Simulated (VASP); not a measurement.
A run of VASP 6.6.1:

The input INCAR:

```
PREC = Accurate
ENCUT = 520
EDIFF = 1E-6
ISMEAR = 0
SIGMA = 0.05
LREAL = False
LASPH = True
NELM = 80
ALGO = Normal
ISIF = 2
LWAVE = False
LCHARG = True
GGA = PS
LELF = True
LVHAR = True
NBANDS = 9
```

File KPOINTS:

```
Automatic mesh
0
Gamma
  20 20 20
```

POSCAR

```
Se
1.0
   -1.5122405892      1.5122405892      1.5122405892
    1.5122405892     -1.5122405892      1.5122405892
    1.5122405892      1.5122405892     -1.5122405892
Se
1
Direct
    0.0000000000      0.0000000000      0.0000000000
```

Potentials or basis: VASP PAW PBE potentials, release 64 (Se).

Launch:

```sh
$ cat potpaw_PBE.64/Se/POTCAR > POTCAR
$ mpirun -np 1 vasp_std > vasp.out
```

Hardware: 1 thread of Intel(R) Xeon(R) 6975P-C (Granite Rapids), with other jobs on the host.

Task: How long does it take, and how much memory?

Result: Run time: 8.2 s on 1 thread of Intel(R) Xeon(R) 6975P-C (Granite Rapids), on a shared host, peak memory 0.14 GiB. Counts: scf iterations 9, k points 256.
